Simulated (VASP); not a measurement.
# Be2ZnTe2O (I4/mmm) in VASP: notebook, part 2 of 2

VASP 6.6.1. Earlier steps stand in the parts before.

### Step 4. Single point, PBE

This run uses another cell than the first one, of 21.39 Å³/atom.

The input, INCAR:

```
PREC = Accurate ; ENCUT = 520
EDIFF = 1E-7 ; ISMEAR = 0
SIGMA = 0.1 ; LREAL = F
LASPH = T ; NELM = 80
ALGO = Normal ; ISIF = 2
LWAVE = F ; LCHARG = T
GGA = PE ; LELF = T
LVHAR = T ; NBANDS = 26
```

The input, KPOINTS:

```
regular mesh
0
Gamma
  10 10 10
```

The input, POSCAR:

```
Be2ZnTe2O
1.0
   -2.4780179477      2.4780179477      5.2261335226
    2.4780179477     -2.4780179477      5.2261335226
    2.4780179477      2.4780179477     -5.2261335226
Be Zn Te O
2 1 2 1
Direct
    0.7500000000      0.2500000000      0.5000000000
    0.2500000000      0.7500000000      0.5000000000
    0.5000000000      0.5000000000      0.0000000000
    0.1972079331      0.1972079331      0.0000000000
    0.8027920669      0.8027920669      0.0000000000
    0.0000000000      0.0000000000      0.0000000000
```

Potentials or basis: VASP PAW PBE potentials, release 64 (Be, Zn, Te, O).

Run with:

```sh
> cat potpaw_PBE.64/Be/POTCAR potpaw_PBE.64/Zn/POTCAR potpaw_PBE.64/Te/POTCAR potpaw_PBE.64/O/POTCAR > POTCAR
> mpirun -np 1 vasp_std > vasp.out
```

OUTCAR:

```text
PREC = Accurate
   ENCUT = 520
   EDIFF = 1E-7
   ISMEAR = 0
   LREAL = F
   LASPH = T
   NELM = 80
   ISIF = 2
   GGA = PE

 ion  position               nearest neighbor table
   1  0.750  0.250  0.500-   5 2.54   4 2.54   5 2.54   4 2.54
   2  0.250  0.750  0.500-   5 2.54   4 2.54   5 2.54   4 2.54
   3  0.500  0.500  0.000-   4 3.16   5 3.16
   4  0.197  0.197  0.000-   6 2.06   2 2.54   1 2.54   1 2.54   2 2.54   3 3.16   5 3.67   5 3.67
                             5 3.67   5 3.67
   5  0.803  0.803  0.000-   6 2.06   2 2.54   1 2.54   1 2.54   2 2.54   3 3.16   4 3.67   4 3.67
                             4 3.67   4 3.67
   6  0.000  0.000  0.000-   4 2.06   5 2.06

  LATTYP: Found a body centered tetragonal cell.
 ALAT       =     4.9560358954
 C/A-ratio  =     2.1089974459

  Lattice vectors:

 A1 = (  -2.4780179477,   2.4780179477,   5.2261335226)
 A2 = (   2.4780179477,  -2.4780179477,   5.2261335226)
 A3 = (   2.4780179477,   2.4780179477,  -5.2261335226)

Analysis of symmetry for initial positions (statically):
=====================================================================
 Subroutine PRICEL returns:
 Original cell was already a primitive cell.

 Routine SETGRP: Setting up the symmetry group for a
 body centered tetragonal supercell.

 Subroutine GETGRP returns: Found 16 space group operations
 (whereof 16 operations were pure point group operations)
 out of a pool of 16 trial point group operations.

The static configuration has the point symmetry D_4h.

Analysis of symmetry for dynamics (positions and initial velocities):
=====================================================================
 Subroutine PRICEL returns:
 Original cell was already a primitive cell.

 Routine SETGRP: Setting up the symmetry group for a
 body centered tetragonal supercell.

 Subroutine GETGRP returns: Found 16 space group operations
 (whereof 16 operations were pure point group operations)
 out of a pool of 16 trial point group operations.

The dynamic configuration has the point symmetry D_4h.

 Subroutine INISYM returns: Found 16 space group operations
 (whereof 16 operations are pure point group operations),
 and found     1 'primitive' translations

----------------------------------------------------------------------------------------

                                     Primitive cell

  volume of cell :     128.3658

  direct lattice vectors                    reciprocal lattice vectors
    -2.478017948  2.478017948  5.226133523     0.000000000  0.201774164  0.095673024
     2.478017948 -2.478017948  5.226133523     0.201774164  0.000000000  0.095673024
     2.478017948  2.478017948 -5.226133523     0.201774164  0.201774164  0.000000000

  length of vectors
     6.292345945  6.292345945  6.292345945     0.223307279  0.223307279  0.285351759

  position of ions in fractional coordinates (direct lattice)
     0.750000000  0.250000000  0.500000000
     0.250000000  0.750000000  0.500000000
     0.500000000  0.500000000  0.000000000
     0.197207933  0.197207933  0.000000000
     0.802792067  0.802792067  0.000000000
     0.000000000  0.000000000  0.000000000

  ion indices of the primitive-cell ions
   primitive index   ion index
                 1           1
                 2           2
                 3           3
                 4           4
[... 26 lines left out ...]

 Found    102 irreducible k-points:

 Following reciprocal coordinates:
            Coordinates               Weight
  0.000000  0.000000  0.000000      1.000000
  0.100000 -0.000000  0.000000      8.000000
  0.200000 -0.000000  0.000000      8.000000
  0.300000  0.000000  0.000000      8.000000
  0.400000 -0.000000  0.000000      8.000000
  0.500000 -0.000000  0.000000      4.000000
[... 16 lines left out ...]
  0.300000  0.300000  0.000000      8.000000
  0.400000  0.300000  0.000000     16.000000
 [... further k-points ...]
   k-points           NKPTS =    102   k-points in BZ     NKDIM =    102   number of bands    NBANDS=     26
   number of dos      NEDOS =    301   number of ions     NIONS =      6
   total plane-waves  NPLWV = 110592
   dimension x,y,z NGX =    48 NGY =   48 NGZ =   48
   dimension x,y,z NGXF=    96 NGYF=   96 NGZF=   96
   ions per type =               2   1   2   1
   NGX,Y,Z   is equivalent  to a cutoff of  12.68, 12.68, 12.68 a.u.
   NGXF,Y,Z  is equivalent  to a cutoff of  25.36, 25.36, 25.36 a.u.
 SYSTEM =  unknown system
   PREC   = accura    normal or accurate (medium, high low for compatibility)
   ISTART =      0    job   : 0-new  1-cont  2-samecut
   ICHARG =      2    charge: 1-file 2-atom 10-const
   ISPIN  =      1    spin polarized calculation?
   LNONCOLLINEAR =      F non collinear calculations
   LSORBIT =      F    spin-orbit coupling
   LASPH  =      T    aspherical Exc in radial PAW
   ENCUT  =  520.0 eV  38.22 Ry    6.18 a.u.  11.70 11.70 11.70*2*pi/ulx,y,z
   NELM   =     80;   NELMIN=  2; NELMDL= -5     # of ELM steps
   EDIFF  = 0.1E-06   stopping-criterion for ELM
   LREAL  =      F    real-space projection
   EDIFFG = 0.1E-05   stopping-criterion for IOM
   NSW    =      0    number of steps for IOM
   IBRION =     -1    ionic relax: 0-MD 1-quasi-New 2-CG
   NFREE  =      0    steps in history (QN), initial steepest desc. (CG)
   ISIF   =      2    stress and relaxation
   ISYM   =      2    0-nonsym 1-usesym 2-fastsym
   POTIM  = 0.5000    time-step for ionic-motion
   TEBEG  =    0.0;   TEEND  =   0.0 temperature during run
   PSTRESS=    0.0 pullay stress
   NELECT =      34.0000    total number of electrons
   NUPDOWN=      -1.0000    fix difference up-down
   EMIN   =  10.00;   EMAX   =-10.00  energy-range for DOS
   EFERMI =   0.00;   METHOD = LEGACY
   ISMEAR =     0;   SIGMA  =   0.10  broadening in eV -4-tet -1-fermi 0-gaus
   EFERMI_NEDOS =   21; number of points for ismear=-14 and -15
   IALGO  =     38    algorithm
   IMIX   =      4    mixing-type and parameters
     AMIX     =   0.40;   BMIX     =  1.00
     AMIX_MAG =   1.60;   BMIX_MAG =  1.00
  volume/ion in A,a.u.               =      21.39       144.38
  Fermi-wavevector in a.u.,A,eV,Ry     =   1.051360  1.986782 15.039299  1.105357
  Thomas-Fermi vector in A             =   2.186400
   LORBIT       =      0    0 simple, 1 ext, 2 COOP (PROOUT), +10 PAW based schemes
   GGA     = PE    functional components
   LHFCALC =     F    Hartree Fock is set to
   AEXX    =    0.0000 exact exchange contribution
   IVDW    =     0    specifies the selected vdW correction
   LEPSILON=     F    determine dielectric tensor
   LRPA    =     F    only Hartree local field effects (RPA)
 non-spin polarized calculation
 Gauss-broadening in eV      SIGMA  =   0.10
  energy-cutoff  :      520.00
  volume of cell :      128.37
 maximum number of plane-waves:      3481
   NGX = 23   NGY = 23   NGZ = 23

 number of electron      34.0000006 magnetization

 Free energy of the ion-electron system (eV)
  ---------------------------------------------------
  ext. energy  EPLUGINS =         0.00000000
  ---------------------------------------------------
  free energy    TOTEN  =       -17.94042188 eV

  energy without entropy =      -17.93228856  energy(sigma->0) =      -17.93635522

 E-fermi :   4.1179     XC(G=0):  -8.9802

 val. band max:        4.1107062797   @ k =   0.5000   0.5000   0.0000
 cond. band min:       4.1351940715   @ k =  -0.3000   0.3000   0.2000
 fundamental gap:      0.0244877917
 Fermi energy:         4.1178555108

 k-point     1 :       0.0000    0.0000    0.0000
  band No.  band energies     occupation
      1     -14.1948      2.00000
      2      -8.1305      2.00000
      3      -7.4338      2.00000
      4      -2.5081      2.00000
      5      -2.5081      2.00000
      6      -2.4767      2.00000
[... 685 lines left out ...]
     25       9.2897      0.00000
     26      10.4931      0.00000

 [... further k-points ...]
[... 5 lines left out ...]
  --------------------------------------------------------------------------------------
  -------------------------------------------------------------------------------------
  Total        0.0528802      0.0528802     -0.1199090      0.0000000      0.0000000      0.0000000
  in kB        0.6600153      0.6600153     -1.4966250      0.0000000      0.0000000      0.0000000
  external PRESSURE =      -0.0588648 kB  Pullay stress =       0.0000000 kB

 VOLUME and BASIS-vectors are now :
 -----------------------------------------------------------------------------
  energy-cutoff  :      520.00
  volume of cell :      128.37
      direct lattice vectors                 reciprocal lattice vectors
    -2.478017948  2.478017948  5.226133523     0.000000000  0.201774164  0.095673024
     2.478017948 -2.478017948  5.226133523     0.201774164  0.000000000  0.095673024
     2.478017948  2.478017948 -5.226133523     0.201774164  0.201774164  0.000000000

 POSITION                                       TOTAL-FORCE (eV/Angst)
 -----------------------------------------------------------------------------------
     -0.00000      2.47802      2.61307        -0.000000     -0.000000      0.000000
      2.47802     -0.00000      2.61307        -0.000000     -0.000000      0.000000
      0.00000      0.00000      5.22613        -0.000000     -0.000000      0.000000
      0.00000      0.00000      2.06127        -0.000000     -0.000000     -0.031058
      0.00000      0.00000      8.39100         0.000000      0.000000      0.031058
      0.00000      0.00000      0.00000        -0.000000     -0.000000      0.000000
 -----------------------------------------------------------------------------------
    total drift:                                0.000000     -0.000000      0.000000

  FREE ENERGIE OF THE ION-ELECTRON SYSTEM (eV)
  ---------------------------------------------------
  free  energy   TOTEN  =       -17.9404218834 eV

  energy  without entropy=      -17.9322885614  energy(sigma->0) =      -17.93635522
```

OSZICAR:

```text
N       E                     dE             d eps       ncg     rms          rms(c)
DAV:   1     0.183955079736E+03    0.18396E+03   -0.13625E+04  5304   0.121E+03
DAV:   2     0.625482177660E+00   -0.18333E+03   -0.17023E+03  5886   0.257E+02
DAV:   3    -0.199448357061E+02   -0.20570E+02   -0.19987E+02  6782   0.852E+01
DAV:   4    -0.205080189152E+02   -0.56318E+00   -0.56101E+00  6140   0.140E+01
DAV:   5    -0.205182245170E+02   -0.10206E-01   -0.10202E-01  7394   0.194E+00    0.150E+01
DAV:   6    -0.181245404057E+02    0.23937E+01   -0.11354E+01  7830   0.331E+01    0.916E+00
DAV:   7    -0.179740781308E+02    0.15046E+00   -0.21828E+00  5802   0.947E+00    0.496E+00
DAV:   8    -0.179474061828E+02    0.26672E-01   -0.47729E-01  5988   0.413E+00    0.190E+00
DAV:   9    -0.179409264194E+02    0.64798E-02   -0.64317E-02  7138   0.188E+00    0.524E-01
DAV:  10    -0.179406275095E+02    0.29891E-03   -0.20155E-02  7036   0.105E+00    0.261E-01
DAV:  11    -0.179404081813E+02    0.21933E-03   -0.22625E-03  6136   0.325E-01    0.777E-02
DAV:  12    -0.179404317322E+02   -0.23551E-04   -0.84444E-04  5982   0.172E-01    0.510E-02
DAV:  13    -0.179404238835E+02    0.78487E-05   -0.91075E-05  6270   0.732E-02    0.249E-02
DAV:  14    -0.179404224755E+02    0.14080E-05   -0.12166E-05  6150   0.261E-02    0.806E-03
DAV:  15    -0.179404218013E+02    0.67427E-06   -0.83164E-06  6498   0.178E-02    0.497E-03
DAV:  16    -0.179404218140E+02   -0.12774E-07   -0.13908E-06  6334   0.770E-03    0.118E-03
DAV:  17    -0.179404218834E+02   -0.69350E-07   -0.22277E-07  4848   0.254E-03
   1 F= -.17940422E+02 E0= -.17936355E+02  d E =-.813332E-02
```

Wall time 8.9 min (1 thread of AMD EPYC 7R43 (Zen 3), shared host); peak memory 0.53 GiB.

Results:

```yaml
Free_energy: -17.9404 eV
Pressure: 0.0 GPa
Largest_force: 0.031 eV/Å
Band_gap_on_the_k_mesh: zero (bands 17 and 18 overlap by 2.07 eV)
```

Forces in eV/Å, atoms in the order of the input:
```
Be   0.000  0.000  0.000
Be   0.000  0.000  0.000
Zn   0.000  0.000  0.000
Te   0.000  0.000 -0.031
Te   0.000  0.000  0.031
O    0.000  0.000  0.000
```

Caveat: spin-orbit coupling is left out, which moves the levels of the heavy elements.

### Step 5. Overview

```csv
task,cell,k mesh,cutoff (eV),gap on the mesh (eV),pressure (GPa),largest force (eV/Å)
single point,"a = 6.339 Å, angles 134.2, 134.2, 66.8°, 6 atoms, atomic positions A",6 × 6 × 6,520,none,-0.1,0.04
relaxation of cell and atoms,"relaxed from a = 6.174 Å, angles 132.0, 132.0, 70.2°, 6 atoms, atomic positions B",6 × 6 × 6,600,none,0.0,0.03
single point,"a = 6.292 Å, angles 133.6, 133.6, 67.7°, 6 atoms, atomic positions C",10 × 10 × 10,520,none,0.0,0.03
```

Alike in all rows: level PBE; potentials or basis VASP PAW PBE potentials, release 64 (Be, Zn, Te, O); no spin polarisation; smearing gaussian 0.1 eV.

Caveats: spin-orbit coupling is left out, which moves the levels of the heavy elements.

Total energies depend on the potentials used, so only differences within one code and one set of settings carry meaning.
